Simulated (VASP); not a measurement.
# WS2 (P6_3/mmc) in VASP: a series of runs

WS2 is run at these levels: PBE; tasks: single point.

All numbers are computed with VASP 6.6.1; they aren't measurements. Logs are shortened: lines on timing, memory, paths and dates and some standing lists are left out, and cuts for length are marked.

## Step 1: The cell of the first run

It takes space group P6_3/mmc (No. 194, hexagonal). The conventional cell has a = 3.006 Å, b = 3.006 Å, c = 10.936 Å, α = 90.00°, β = 90.00°, γ = 120.00°. Within 3.1 Å of W (site symmetry -6m2) lie 6 S at 2.35 Å and 6 W at 3.01 Å. S (site symmetry 3m) has 3 W at 2.35 Å and 10 S at 2.87 to 3.18 Å within 3.2 Å.

## Step 2: Single point, PBE

The input, INCAR:

```
ALGO = Normal ; EDIFF = 1E-6
ENCUT = 520 ; GGA = PE
ISIF = 2 ; ISMEAR = -1
LASPH = T ; LCHARG = F
LREAL = F ; LWAVE = F
NBANDS = 35 ; NELM = 60
PREC = Accurate ; SIGMA = 0.05
```

The input, KPOINTS:

```
k-points
0
Gamma
  10 10 3
```

The input, POSCAR:

```
WS2
1.0
    3.0061730063      0.0000000000      0.0000000000
   -1.5030865032      2.6034221916      0.0000000000
    0.0000000000      0.0000000000     10.9357706843
W S
2 4
Direct
    0.6666666667      0.3333333333      0.7500000000
    0.3333333333      0.6666666667      0.2500000000
    0.6666666667      0.3333333333      0.3952997189
    0.3333333333      0.6666666667      0.8952997189
    0.6666666667      0.3333333333      0.1047002811
    0.3333333333      0.6666666667      0.6047002811
```

Potentials or basis: VASP PAW PBE potentials, release 64 (W_sv, S).

Launch:

```sh
$ cat potpaw_PBE.64/W_sv/POTCAR potpaw_PBE.64/S/POTCAR > POTCAR
$ mpirun -np 1 vasp_std > vasp.out
```

OUTCAR:

```text
EDIFF = 1E-6
   ENCUT = 520
   GGA = PE
   ISIF = 2
   ISMEAR = -1
   LASPH = T
   LREAL = F
   NELM = 60
   PREC = Accurate

 ion  position               nearest neighbor table
   1  0.667  0.333  0.750-   4 2.35   6 2.35   4 2.35   6 2.35   4 2.35   6 2.35
   2  0.333  0.667  0.250-   3 2.35   5 2.35   3 2.35   5 2.35   3 2.35   5 2.35
   3  0.667  0.333  0.395-   2 2.35   2 2.35   2 2.35
   4  0.333  0.667  0.895-   1 2.35   1 2.35   1 2.35
   5  0.667  0.333  0.105-   2 2.35   2 2.35   2 2.35
   6  0.333  0.667  0.605-   1 2.35   1 2.35   1 2.35

  LATTYP: Found a hexagonal cell.
 ALAT       =     3.0061730063
 C/A-ratio  =     3.6377715658

  Lattice vectors:

 A1 = (   3.0061730063,   0.0000000000,   0.0000000000)
 A2 = (  -1.5030865032,   2.6034221916,   0.0000000000)
 A3 = (   0.0000000000,   0.0000000000,  10.9357706843)

Analysis of symmetry for initial positions (statically):
=====================================================================
 Subroutine PRICEL returns:
 Original cell was already a primitive cell.

 Routine SETGRP: Setting up the symmetry group for a
 hexagonal supercell.

 Subroutine GETGRP returns: Found 24 space group operations
 (whereof 12 operations were pure point group operations)
 out of a pool of 24 trial point group operations.

The static configuration has the point symmetry D_3d.
 The point group associated with its full space group is D_6h.

Analysis of symmetry for dynamics (positions and initial velocities):
=====================================================================
 Subroutine PRICEL returns:
 Original cell was already a primitive cell.

 Routine SETGRP: Setting up the symmetry group for a
 hexagonal supercell.

 Subroutine GETGRP returns: Found 24 space group operations
 (whereof 12 operations were pure point group operations)
 out of a pool of 24 trial point group operations.

The dynamic configuration has the point symmetry D_3d.
 The point group associated with its full space group is D_6h.

 Subroutine INISYM returns: Found 24 space group operations
 (whereof 12 operations are pure point group operations),
 and found     1 'primitive' translations

----------------------------------------------------------------------------------------

                                     Primitive cell

  volume of cell :      85.5870

  direct lattice vectors                    reciprocal lattice vectors
     3.006173006  0.000000000  0.000000000     0.332648852  0.192054904  0.000000000
    -1.503086503  2.603422192  0.000000000     0.000000000  0.384109809  0.000000000
     0.000000000  0.000000000 10.935770684     0.000000000  0.000000000  0.091443029

  length of vectors
     3.006173006  3.006173006 10.935770684     0.384109809  0.384109809  0.091443029

  position of ions in fractional coordinates (direct lattice)
     0.666666667  0.333333333  0.750000000
     0.333333333  0.666666667  0.250000000
     0.666666667  0.333333333  0.395299719
     0.333333333  0.666666667  0.895299719
     0.666666667  0.333333333  0.104700281
     0.333333333  0.666666667  0.604700281

  ion indices of the primitive-cell ions
   primitive index   ion index
                 1           1
                 2           2
                 3           3
                 4           4
                 5           5
                 6           6

----------------------------------------------------------------------------------------

 KPOINTS: k-points

Automatic generation of k-mesh.
 Grid dimensions read from file:
 generate k-points for:   10   10    3

 Generating k-lattice:

  Cartesian coordinates                     Fractional coordinates (reciprocal lattice)
     0.033264885  0.019205490  0.000000000     0.100000000  0.000000000  0.000000000
     0.000000000  0.038410981  0.000000000     0.000000000  0.100000000  0.000000000
     0.000000000  0.000000000  0.030481010     0.000000000  0.000000000  0.333333333

  Length of vectors
     0.038410981  0.038410981  0.030481010

  Shift w.r.t. Gamma in fractional coordinates (k-lattice)
     0.000000000  0.000000000  0.000000000

 Subroutine IBZKPT returns following result:
 ===========================================

 Found     28 irreducible k-points:

 Following reciprocal coordinates:
            Coordinates               Weight
  0.000000  0.000000  0.000000      1.000000
  0.100000 -0.000000  0.000000      6.000000
  0.200000 -0.000000  0.000000      6.000000
  0.300000  0.000000  0.000000      6.000000
  0.400000  0.000000  0.000000      6.000000
  0.500000  0.000000  0.000000      3.000000
[... 16 lines left out ...]
  0.300000  0.100000  0.333333     24.000000
  0.400000  0.100000  0.333333     24.000000
 [... further k-points ...]
   k-points           NKPTS =     28   k-points in BZ     NKDIM =     28   number of bands    NBANDS=     35
   number of dos      NEDOS =    301   number of ions     NIONS =      6
   total plane-waves  NPLWV =  48384
   dimension x,y,z NGX =    24 NGY =   24 NGZ =   84
   dimension x,y,z NGXF=    48 NGYF=   48 NGZF=  168
   ions per type =               2   4
   NGX,Y,Z   is equivalent  to a cutoff of  13.27, 13.27, 12.77 a.u.
   NGXF,Y,Z  is equivalent  to a cutoff of  26.54, 26.54, 25.54 a.u.
 SYSTEM =  unknown system
   PREC   = accura    normal or accurate (medium, high low for compatibility)
   ISTART =      0    job   : 0-new  1-cont  2-samecut
   ICHARG =      2    charge: 1-file 2-atom 10-const
   ISPIN  =      1    spin polarized calculation?
   LNONCOLLINEAR =      F non collinear calculations
   LSORBIT =      F    spin-orbit coupling
   LASPH  =      T    aspherical Exc in radial PAW
   ENCUT  =  520.0 eV  38.22 Ry    6.18 a.u.   5.59  5.59 20.33*2*pi/ulx,y,z
   NELM   =     60;   NELMIN=  2; NELMDL= -5     # of ELM steps
   EDIFF  = 0.1E-05   stopping-criterion for ELM
   LREAL  =      F    real-space projection
[... 7 lines left out ...]
   TEBEG  =    0.0;   TEEND  =   0.0 temperature during run
   PSTRESS=    0.0 pullay stress
   NELECT =      52.0000    total number of electrons
   NUPDOWN=      -1.0000    fix difference up-down
   EMIN   =  10.00;   EMAX   =-10.00  energy-range for DOS
   EFERMI =   0.00;   METHOD = LEGACY
   ISMEAR =    -1;   SIGMA  =   0.05  broadening in eV -4-tet -1-fermi 0-gaus
   EFERMI_NEDOS =   21; number of points for ismear=-14 and -15
   IALGO  =     38    algorithm
   IMIX   =      4    mixing-type and parameters
     AMIX     =   0.40;   BMIX     =  1.00
     AMIX_MAG =   1.60;   BMIX_MAG =  1.00
  volume/ion in A,a.u.               =      14.26        96.26
  Fermi-wavevector in a.u.,A,eV,Ry     =   1.386564  2.620226 26.158017  1.922560
  Thomas-Fermi vector in A             =   2.510868
   LORBIT       =      0    0 simple, 1 ext, 2 COOP (PROOUT), +10 PAW based schemes
   GGA     = PE    functional components
   LHFCALC =     F    Hartree Fock is set to
   AEXX    =    0.0000 exact exchange contribution
   IVDW    =     0    specifies the selected vdW correction
   LEPSILON=     F    determine dielectric tensor
   LRPA    =     F    only Hartree local field effects (RPA)
 non-spin polarized calculation
  energy-cutoff  :      520.00
  volume of cell :       85.59
 maximum number of plane-waves:      2332
 NGX is ok and might be reduce to    24
   NGX = 11   NGY = 11   NGZ = 41

 number of electron      52.0000004 magnetization

 Free energy of the ion-electron system (eV)
  ---------------------------------------------------
  ext. energy  EPLUGINS =         0.00000000
  ---------------------------------------------------
  free energy    TOTEN  =       -45.48352368 eV

  energy without entropy =      -45.48237614  energy(sigma->0) =      -45.48294991

 E-fermi :  11.0100     XC(G=0): -12.3105

 val. band max:       10.9865863995   @ k =   0.0000   0.0000   0.0000
 cond. band min:      11.1275779809   @ k =   0.2000   0.2000   0.0000
 fundamental gap:      0.1409915814
 Fermi energy:        11.0100290555

 k-point     1 :       0.0000    0.0000    0.0000
  band No.  band energies     occupation
      1     -63.8695      2.00000
      2     -63.8695      2.00000
      3     -28.2773      2.00000
      4     -28.2767      2.00000
      5     -27.9110      2.00000
      6     -27.9110      2.00000
[... 27 lines left out ...]
     34      13.5589      0.00000
     35      16.2348      0.00000

 k-point     2 :       0.1000   -0.0000    0.0000
  band No.  band energies     occupation
      1     -63.8659      2.00000
      2     -63.8658      2.00000
      3     -28.2661      2.00000
      4     -28.2655      2.00000
      5     -27.9710      2.00000
      6     -27.9710      2.00000
[... 27 lines left out ...]
     34      13.5699      0.00000
     35      17.0686      0.00000

 k-point     3 :       0.2000   -0.0000    0.0000
  band No.  band energies     occupation
      1     -63.8564      2.00000
      2     -63.8563      2.00000
      3     -28.2366      2.00000
      4     -28.2361      2.00000
      5     -28.1255      2.00000
      6     -28.1255      2.00000
[... 27 lines left out ...]
     34      14.4478      0.00000
     35      17.6277      0.00000
[... 723 lines left out ...]
 k-point    23 :       0.3000    0.1000    0.3333
  band No.  band energies     occupation
      1     -63.8380      2.00000
      2     -63.8380      2.00000
      3     -28.3885      2.00000
      4     -28.3885      2.00000
      5     -28.1792      2.00000
      6     -28.1791      2.00000
[... 27 lines left out ...]
     34      15.4156      0.00000
     35      16.4816      0.00000

 k-point    24 :       0.4000    0.1000    0.3333
  band No.  band energies     occupation
      1     -63.8314      2.00000
      2     -63.8314      2.00000
      3     -28.4825      2.00000
      4     -28.4825      2.00000
      5     -28.1585      2.00000
      6     -28.1585      2.00000
[... 27 lines left out ...]
     34      15.1247      0.00000
     35      16.1956      0.00000

 [... further k-points ...]

------------------------ aborting loop because EDIFF is reached ----------------------------------------

  FORCE on cell =-STRESS in cart. coord.  units (eV):
  Direction    XX          YY          ZZ          XY          YZ          ZX
  --------------------------------------------------------------------------------------
  -------------------------------------------------------------------------------------
  Total       16.0367246     16.0367246     16.0387515     -0.0000000     -0.0000000      0.0000000
  in kB      300.2052515    300.2052515    300.2431949     -0.0000000     -0.0000000      0.0000000
  external PRESSURE =     300.2178993 kB  Pullay stress =       0.0000000 kB

 VOLUME and BASIS-vectors are now :
 -----------------------------------------------------------------------------
  energy-cutoff  :      520.00
  volume of cell :       85.59
      direct lattice vectors                 reciprocal lattice vectors
     3.006173006  0.000000000  0.000000000     0.332648852  0.192054904  0.000000000
    -1.503086503  2.603422192  0.000000000     0.000000000  0.384109809  0.000000000
     0.000000000  0.000000000 10.935770684     0.000000000  0.000000000  0.091443029

 POSITION                                       TOTAL-FORCE (eV/Angst)
 -----------------------------------------------------------------------------------
      1.50309      0.86781      8.20183        -0.000000      0.000000      0.000000
     -0.00000      1.73561      2.73394         0.000000     -0.000000      0.000000
      1.50309      0.86781      4.32291        -0.000000      0.000000     -0.002505
     -0.00000      1.73561      9.79079         0.000000     -0.000000     -0.002505
      1.50309      0.86781      1.14498        -0.000000      0.000000      0.002505
     -0.00000      1.73561      6.61286        -0.000000     -0.000000      0.002505
 -----------------------------------------------------------------------------------
    total drift:                               -0.000000      0.000000     -0.000000

  FREE ENERGIE OF THE ION-ELECTRON SYSTEM (eV)
  ---------------------------------------------------
  free  energy   TOTEN  =       -45.4835236779 eV

  energy  without entropy=      -45.4823761373  energy(sigma->0) =      -45.48294991
```

Run time: 71 s. Hardware: 1 thread of AMD EPYC 7R13 (Zen 3), shared host; peak memory 0.19 GiB.

Results:

```yaml
Free_energy: -45.4835 eV
Pressure: 30.0 GPa
Band_gap_on_the_k_mesh: 0.14 eV (least direct gap 1.51 eV)
```

Forces on the atoms (eV/Å):
```
W    0.000  0.000  0.000
W    0.000  0.000  0.000
S    0.000  0.000 -0.003
S    0.000  0.000 -0.003
S    0.000  0.000  0.003
S    0.000  0.000  0.003
```

Caveat: the cell stands under pressure; spin-orbit coupling is left out, which moves the levels of the heavy elements; an odd mesh through Γ misses points on the zone boundary, where band edges can lie.

## Step 3: Single point, PBE

This run uses another cell than the first one, of 15.07 Å³/atom.

The input, INCAR:

```
SYSTEM = WS2
PREC     = Accurate       ! precision mode
ENCUT    = 520            ! plane-wave cutoff, eV
EDIFF    = 1E-6           ! SCF threshold, eV
ISMEAR   = -1             ! smearing method
SIGMA    = 0.05           ! smearing width, eV
LREAL    = .False.        ! projectors in reciprocal space
LASPH    = .True.         ! aspherical terms in the spheres
NELM     = 100            ! most SCF steps
ALGO     = Normal         ! electronic algorithm
ISIF     = 2              ! what is computed and relaxed
LWAVE    = .False.        ! write WAVECAR
LCHARG   = .False.        ! write CHGCAR
GGA      = PE             ! functional
NBANDS   = 35             ! bands
```

The input, KPOINTS:

```
Automatic mesh
0
Gamma
  10 10 3
  0 0 0
```

The input, POSCAR:

```
WS2
1.0
    3.0550583971      0.0000000000      0.0000000000
   -1.5275291986      2.6457581820      0.0000000000
    0.0000000000      0.0000000000     11.1877161087
W S
2 4
Direct
    0.6666666667      0.3333333333      0.7500000000
    0.3333333333      0.6666666667      0.2500000000
    0.6666666667      0.3333333333      0.3916058239
    0.3333333333      0.6666666667      0.8916058239
    0.6666666667      0.3333333333      0.1083941761
    0.3333333333      0.6666666667      0.6083941761
```

Potentials or basis: VASP PAW PBE potentials, release 64 (W_sv, S).

Launch:

```sh
$ cat potpaw_PBE.64/W_sv/POTCAR potpaw_PBE.64/S/POTCAR > POTCAR
$ mpirun -np 1 vasp_std > vasp.out
```

Run time: 73 s. Hardware: 1 thread of AMD EPYC 7R13 (Zen 3), shared host; peak memory 0.21 GiB.

It converged, with:

```yaml
Free_energy: -46.2350 eV
Pressure: 20.0 GPa
Band_gap_on_the_k_mesh: 0.39 eV (least direct gap 1.88 eV)
```

Levels at points of the mesh, in eV from the valence-band top:
| k point | band 22 | band 23 | band 24 | band 25 | band 26 | band 27 | band 28 | band 29 | band 30 | band 31 |
| --- | --- | --- | --- | --- | --- | --- | --- | --- | --- | --- |
| (0.00, 0.00, 0.00) | -2.31 | -2.31 | -2.03 | -0.92 | 0.00 | 1.89 | 1.89 | 2.14 | 2.14 | 2.17 |
| (0.50, 0.00, 0.00) | -3.17 | -2.48 | -2.39 | -1.92 | -1.74 | 2.23 | 2.41 | 2.53 | 2.87 | 3.09 |

Caveat: the cell stands under pressure; spin-orbit coupling is left out, which moves the levels of the heavy elements; an odd mesh through Γ misses points on the zone boundary, where band edges can lie.
